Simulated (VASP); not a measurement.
# Ir (P6_3/mmc) in VASP: further runs

Aim: see how the results for Ir move with the level of theory and the settings. Levels: RPBE, BLYP+D4. Tasks: single point, relaxation of cell and atoms.

Everything below comes from runs of VASP 6.6.1. Logs are shortened: lines on timing, memory, paths and dates and some standing lists are left out, and cuts for length are marked.

## Step 1: The cell of the first run

It takes space group P6_3/mmc (No. 194, hexagonal). The conventional cell has a = 2.760 Å, b = 2.760 Å, c = 4.471 Å, α = 90.00°, β = 90.00°, γ = 120.00°. Ir (site symmetry -6m2) has 12 Ir at 2.75 to 2.76 Å within 3.6 Å.

## Step 2: Single point, RPBE

File INCAR:

```
SYSTEM = Ir
ALGO = Normal ; EDIFF = 1E-7
ENCUT = 520 ; GGA = RP
ISIF = 2 ; ISMEAR = -1
LASPH = .TRUE. ; LCHARG = .FALSE.
LREAL = .FALSE. ; LWAVE = .FALSE.
NBANDS = 16 ; NELM = 80
PREC = Accurate ; SIGMA = 0.05
```

File KPOINTS:

```
k-points
0
G
  11 11 6
  0 0 0
```

File POSCAR:

```
Ir
1.0
    2.7602822518      0.0000000000      0.0000000000
   -1.3801411259      2.3904745516      0.0000000000
    0.0000000000      0.0000000000      4.4707705433
Ir
2
Direct
    0.3333333333      0.6666666667      0.2500000000
    0.6666666667      0.3333333333      0.7500000000
```

Potentials or basis: VASP PAW PBE potentials, release 64 (Ir).

On the command line:

```
$ cat potpaw_PBE.64/Ir/POTCAR > POTCAR
$ mpirun -np 1 vasp_std > vasp.out
```

OUTCAR:

```text
SYSTEM = Ir
   EDIFF = 1E-7
   ENCUT = 520
   GGA = RP
   ISIF = 2
   ISMEAR = -1
   LASPH = .TRUE.
   LREAL = .FALSE.
   NELM = 80
   PREC = Accurate

 ion  position               nearest neighbor table
   1  0.333  0.667  0.250-   2 2.75   2 2.75   2 2.75   2 2.75   2 2.75   2 2.75
   2  0.667  0.333  0.750-   1 2.75   1 2.75   1 2.75   1 2.75   1 2.75   1 2.75

  LATTYP: Found a hexagonal cell.
 ALAT       =     2.7602822518
 C/A-ratio  =     1.6196787631

  Lattice vectors:

 A1 = (   2.7602822518,   0.0000000000,   0.0000000000)
 A2 = (  -1.3801411259,   2.3904745516,   0.0000000000)
 A3 = (   0.0000000000,   0.0000000000,   4.4707705433)

Analysis of symmetry for initial positions (statically):
=====================================================================
 Subroutine PRICEL returns:
 Original cell was already a primitive cell.

 Routine SETGRP: Setting up the symmetry group for a
 hexagonal supercell.

 Subroutine GETGRP returns: Found 24 space group operations
 (whereof 12 operations were pure point group operations)
 out of a pool of 24 trial point group operations.

The static configuration has the point symmetry D_3d.
 The point group associated with its full space group is D_6h.

Analysis of symmetry for dynamics (positions and initial velocities):
=====================================================================
 Subroutine PRICEL returns:
 Original cell was already a primitive cell.

 Routine SETGRP: Setting up the symmetry group for a
 hexagonal supercell.

 Subroutine GETGRP returns: Found 24 space group operations
 (whereof 12 operations were pure point group operations)
 out of a pool of 24 trial point group operations.

The dynamic configuration has the point symmetry D_3d.
 The point group associated with its full space group is D_6h.

 Subroutine INISYM returns: Found 24 space group operations
 (whereof 12 operations are pure point group operations),
 and found     1 'primitive' translations

----------------------------------------------------------------------------------------

                                     Primitive cell

  volume of cell :      29.4999

  direct lattice vectors                    reciprocal lattice vectors
     2.760282252  0.000000000  0.000000000     0.362281792  0.209163490  0.000000000
    -1.380141126  2.390474552  0.000000000     0.000000000  0.418326980  0.000000000
     0.000000000  0.000000000  4.470770543     0.000000000  0.000000000  0.223675089

  length of vectors
     2.760282252  2.760282252  4.470770543     0.418326980  0.418326980  0.223675089

  position of ions in fractional coordinates (direct lattice)
     0.333333333  0.666666667  0.250000000
     0.666666667  0.333333333  0.750000000

  ion indices of the primitive-cell ions
   primitive index   ion index
                 1           1
                 2           2

----------------------------------------------------------------------------------------

 KPOINTS: k-points

Automatic generation of k-mesh.
 Grid dimensions read from file:
 generate k-points for:   11   11    6

 Generating k-lattice:

  Cartesian coordinates                     Fractional coordinates (reciprocal lattice)
     0.032934708  0.019014863  0.000000000     0.090909091  0.000000000  0.000000000
     0.000000000  0.038029725  0.000000000     0.000000000  0.090909091  0.000000000
     0.000000000  0.000000000  0.037279182     0.000000000  0.000000000  0.166666667

  Length of vectors
     0.038029725  0.038029725  0.037279182

  Shift w.r.t. Gamma in fractional coordinates (k-lattice)
     0.000000000  0.000000000  0.000000000

 Subroutine IBZKPT returns following result:
 ===========================================

 Found     64 irreducible k-points:

 Following reciprocal coordinates:
            Coordinates               Weight
  0.000000  0.000000  0.000000      1.000000
  0.090909  0.000000  0.000000      6.000000
  0.181818  0.000000  0.000000      6.000000
  0.272727 -0.000000  0.000000      6.000000
  0.363636  0.000000  0.000000      6.000000
  0.454545  0.000000  0.000000      6.000000
[... 16 lines left out ...]
  0.090909  0.090909  0.166667     12.000000
  0.181818  0.090909  0.166667     24.000000
 [... further k-points ...]
   k-points           NKPTS =     64   k-points in BZ     NKDIM =     64   number of bands    NBANDS=     16
   number of dos      NEDOS =    301   number of ions     NIONS =      2
   total plane-waves  NPLWV =  20736
   dimension x,y,z NGX =    24 NGY =   24 NGZ =   36
   dimension x,y,z NGXF=    48 NGYF=   48 NGZF=   72
   ions per type =               2
   NGX,Y,Z   is equivalent  to a cutoff of  14.45, 14.45, 13.39 a.u.
   NGXF,Y,Z  is equivalent  to a cutoff of  28.91, 28.91, 26.77 a.u.
 SYSTEM =  Ir
   PREC   = accura    normal or accurate (medium, high low for compatibility)
   ISTART =      0    job   : 0-new  1-cont  2-samecut
   ICHARG =      2    charge: 1-file 2-atom 10-const
   ISPIN  =      1    spin polarized calculation?
   LNONCOLLINEAR =      F non collinear calculations
   LSORBIT =      F    spin-orbit coupling
   LASPH  =      T    aspherical Exc in radial PAW
   ENCUT  =  520.0 eV  38.22 Ry    6.18 a.u.   5.13  5.13  8.31*2*pi/ulx,y,z
   NELM   =     80;   NELMIN=  2; NELMDL= -5     # of ELM steps
   EDIFF  = 0.1E-06   stopping-criterion for ELM
   LREAL  =      F    real-space projection
   EDIFFG = 0.1E-05   stopping-criterion for IOM
   NSW    =      0    number of steps for IOM
   IBRION =     -1    ionic relax: 0-MD 1-quasi-New 2-CG
   NFREE  =      0    steps in history (QN), initial steepest desc. (CG)
   ISIF   =      2    stress and relaxation
   ISYM   =      2    0-nonsym 1-usesym 2-fastsym
   POTIM  = 0.5000    time-step for ionic-motion
   TEBEG  =    0.0;   TEEND  =   0.0 temperature during run
   PSTRESS=    0.0 pullay stress
   NELECT =      18.0000    total number of electrons
   NUPDOWN=      -1.0000    fix difference up-down
   EMIN   =  10.00;   EMAX   =-10.00  energy-range for DOS
   EFERMI =   0.00;   METHOD = LEGACY
   ISMEAR =    -1;   SIGMA  =   0.05  broadening in eV -4-tet -1-fermi 0-gaus
   EFERMI_NEDOS =   21; number of points for ismear=-14 and -15
   IALGO  =     38    algorithm
   IMIX   =      4    mixing-type and parameters
     AMIX     =   0.40;   BMIX     =  1.00
     AMIX_MAG =   1.60;   BMIX_MAG =  1.00
  volume/ion in A,a.u.               =      14.75        99.54
  Fermi-wavevector in a.u.,A,eV,Ry     =   1.388542  2.623964 26.232695  1.928049
  Thomas-Fermi vector in A             =   2.512658
   LORBIT       =      0    0 simple, 1 ext, 2 COOP (PROOUT), +10 PAW based schemes
   GGA     = RP    functional components
   LHFCALC =     F    Hartree Fock is set to
   AEXX    =    0.0000 exact exchange contribution
   IVDW    =     0    specifies the selected vdW correction
   LEPSILON=     F    determine dielectric tensor
   LRPA    =     F    only Hartree local field effects (RPA)
 non-spin polarized calculation
  energy-cutoff  :      520.00
  volume of cell :       29.50
 maximum number of plane-waves:       809
 NGX is ok and might be reduce to    24
   NGX = 11   NGY = 11   NGZ = 17

 number of electron      17.9999998 magnetization

 Free energy of the ion-electron system (eV)
  ---------------------------------------------------
  ext. energy  EPLUGINS =         0.00000000
  ---------------------------------------------------
  free energy    TOTEN  =       -16.21923466 eV

  energy without entropy =      -16.19281574  energy(sigma->0) =      -16.20602520

 E-fermi :   9.8656     XC(G=0): -13.7002

 val. band max:        9.8584199519   @ k =   0.3636   0.1818   0.1667
 cond. band min:       9.8706633160   @ k =   0.2727   0.0909   0.3333
 fundamental gap:      0.0122433641
 Fermi energy:         9.8656025708

 k-point     1 :       0.0000    0.0000    0.0000
  band No.  band energies     occupation
      1      -0.8804      2.00000
      2       2.1452      2.00000
      3       6.1872      2.00000
      4       6.2774      2.00000
      5       6.2774      2.00000
      6       6.8945      2.00000
[... 8 lines left out ...]
     15      26.3033      0.00000
     16      27.2697      0.00000

 k-point     2 :       0.0909    0.0000    0.0000
  band No.  band energies     occupation
      1      -0.5729      2.00000
      2       2.4144      2.00000
      3       5.7707      2.00000
      4       6.5327      2.00000
      5       6.6137      2.00000
      6       6.7638      2.00000
[... 8 lines left out ...]
     15      26.6925      0.00000
     16      27.6683      0.00000

 k-point     3 :       0.1818    0.0000    0.0000
  band No.  band energies     occupation
      1       0.2825      2.00000
      2       3.0508      2.00000
      3       5.2904      2.00000
      4       5.9294      2.00000
      5       6.3245      2.00000
      6       7.0250      2.00000
[... 8 lines left out ...]
     15      26.9692      0.00000
     16      27.3242      0.00000

 k-point     4 :       0.2727   -0.0000    0.0000
  band No.  band energies     occupation
      1       1.4390      2.00000
      2       3.3500      2.00000
      3       4.7225      2.00000
      4       5.3148      2.00000
      5       6.1717      2.00000
      6       6.5700      2.00000
[... 8 lines left out ...]
     15      24.9348      0.00000
     16      25.4402      0.00000
[... 324 lines left out ...]
 k-point    22 :       0.4545    0.0000    0.1667
  band No.  band energies     occupation
      1       2.4096      2.00000
      2       2.8764      2.00000
      3       4.0450      2.00000
      4       5.0489      2.00000
      5       6.2349      2.00000
      6       7.0309      2.00000
[... 8 lines left out ...]
     15      22.1030      0.00000
     16      22.5764      0.00000

 k-point    23 :       0.0909    0.0909    0.1667
  band No.  band energies     occupation
      1       0.2858      2.00000
      2       2.9374      2.00000
      3       5.4058      2.00000
      4       5.7308      2.00000
      5       6.2706      2.00000
      6       6.7153      2.00000
[... 8 lines left out ...]
     15      26.6876      0.00000
     16      27.1259      0.00000

 k-point    24 :       0.1818    0.0909    0.1667
  band No.  band energies     occupation
      1       1.2688      2.00000
      2       3.6131      2.00000
      3       4.8295      2.00000
      4       5.0545      2.00000
      5       6.0012      2.00000
      6       6.5861      2.00000
[... 8 lines left out ...]
     15      24.8933      0.00000
     16      26.3196      0.00000

 [... further k-points ...]

------------------------ aborting loop because EDIFF is reached ----------------------------------------

  FORCE on cell =-STRESS in cart. coord.  units (eV):
  Direction    XX          YY          ZZ          XY          YZ          ZX
  --------------------------------------------------------------------------------------
  -------------------------------------------------------------------------------------
  Total        0.0577469      0.0577469      0.0622153      0.0000000      0.0000000      0.0000000
  in kB        3.1363141      3.1363141      3.3789944      0.0000000      0.0000000      0.0000000
  external PRESSURE =       3.2172076 kB  Pullay stress =       0.0000000 kB

 VOLUME and BASIS-vectors are now :
 -----------------------------------------------------------------------------
  energy-cutoff  :      520.00
  volume of cell :       29.50
      direct lattice vectors                 reciprocal lattice vectors
     2.760282252  0.000000000  0.000000000     0.362281792  0.209163490  0.000000000
    -1.380141126  2.390474552  0.000000000     0.000000000  0.418326980  0.000000000
     0.000000000  0.000000000  4.470770543     0.000000000  0.000000000  0.223675089

 POSITION                                       TOTAL-FORCE (eV/Angst)
 -----------------------------------------------------------------------------------
     -0.00000      1.59365      1.11769        -0.000000      0.000000      0.000000
      1.38014      0.79682      3.35308         0.000000     -0.000000      0.000000
 -----------------------------------------------------------------------------------
    total drift:                                0.000000     -0.000000     -0.000000

  FREE ENERGIE OF THE ION-ELECTRON SYSTEM (eV)
  ---------------------------------------------------
  free  energy   TOTEN  =       -16.2192346594 eV

  energy  without entropy=      -16.1928157378  energy(sigma->0) =      -16.20602520
```

Wall time 54 s (1 thread of Intel Xeon 8259CL, shared host); peak memory 0.17 GiB.

Results:

```
Free energy            : -16.2192 eV
Pressure               : 0.3 GPa
Band gap on the k mesh : zero (band 9 reaches 10.77 eV, above the bottom of band 10 at 7.75 eV)
```

Caveat: the PAW data sets were made with another functional, which shifts forces and pressure a little; spin-orbit coupling is left out, which moves the levels of the heavy elements.

## Step 3: Relaxation of cell and atoms, BLYP+D4

This run uses another cell than the first one, of 14.63 Å³/atom, 0.992 times its volume.

File INCAR:

```
SYSTEM = Ir
PREC = Accurate ; ENCUT = 600
EDIFF = 1E-6 ; ISMEAR = -1
SIGMA = 0.05 ; LREAL = .FALSE.
LASPH = .TRUE. ; NELM = 60
ALGO = Normal ; ISIF = 3
LWAVE = .FALSE. ; LCHARG = .FALSE.
GGA = B5 ; ALDAX = 1.0
AGGAX = 1.0 ; AGGAC = 1.0
ALDAC = 0.0 ; IVDW = 13
VDW_S6 = 1.0 ; VDW_S8 = 2.34076671
VDW_A1 = 0.44488865 ; VDW_A2 = 4.0933009
IBRION = 2 ; NSW = 60
EDIFFG = -0.01
```

File KPOINTS:

```
Automatic mesh
0
G
  11 11 6
  0 0 0
```

File POSCAR:

```
Ir
1.0
    2.7513778946      0.0000000000      0.0000000000
   -1.3756889473      2.3827631521      0.0000000000
    0.0000000000      0.0000000000      4.4622900000
Ir
2
Direct
    0.3333333333      0.6666666667      0.2500000000
    0.6666666667      0.3333333333      0.7500000000
```

Potentials or basis: VASP PAW PBE potentials, release 64 (Ir).

On the command line:

```
$ cat potpaw_PBE.64/Ir/POTCAR > POTCAR
$ mpirun -np 1 vasp_std > vasp.out
```

Run time: 2.2 min. Hardware: 1 thread of Intel Xeon 8259CL, shared host; peak memory 0.17 GiB.

Results (log left out):

```yaml
Free_energy: -18.1335 eV
Relaxed_volume: 14.61 Å³/atom
Relaxed_cell: a = 2.750 Å, b = 2.750 Å, c = 4.460 Å, α = 90.00°, β = 90.00°, γ = 120.00°
Space_group_after_relaxing_to_0.05_Å: P6_3/mmc (No. 194)
Energy_gained_by_relaxing: 0.0 meV/atom
Ionic_steps: 3
Pressure_after_relaxing: 0.0 GPa
Band_gap_on_the_k_mesh: zero (band 9 reaches 11.46 eV, above the bottom of band 10 at 8.45 eV)
Dispersion_energy_per_atom: -1.741 eV
```

Final structure:
```yaml
crystal:
  lattice:
    - [2.75010, 0.00000, 0.00000]
    - [-1.37505, 2.38165, 0.00000]
    - [0.00000, 0.00000, 4.46044]
  atoms:
    - { symbol: Ir, position: [0.33333, 0.66667, 0.25000] }
    - { symbol: Ir, position: [0.66667, 0.33333, 0.75000] }
```

Levels at points of the mesh, in eV from the Fermi level:
```
           k point  band 5  band 6  band 7  band 8  band 9  band 10  band 11  band 12  band 13
(0.00, 0.00, 0.00)   -3.66   -3.05   -3.05   -2.29   -2.29    -0.41     0.26     0.26     6.85
(0.00, 0.00, 0.50)   -3.79   -3.79   -3.79   -3.79   -0.47    -0.47    -0.47    -0.47    13.92
```

Caveat: the PAW data sets were made with another functional, which shifts forces and pressure a little; spin-orbit coupling is left out, which moves the levels of the heavy elements; pairwise dispersion overbinds metals, which lowers pressure and volume.
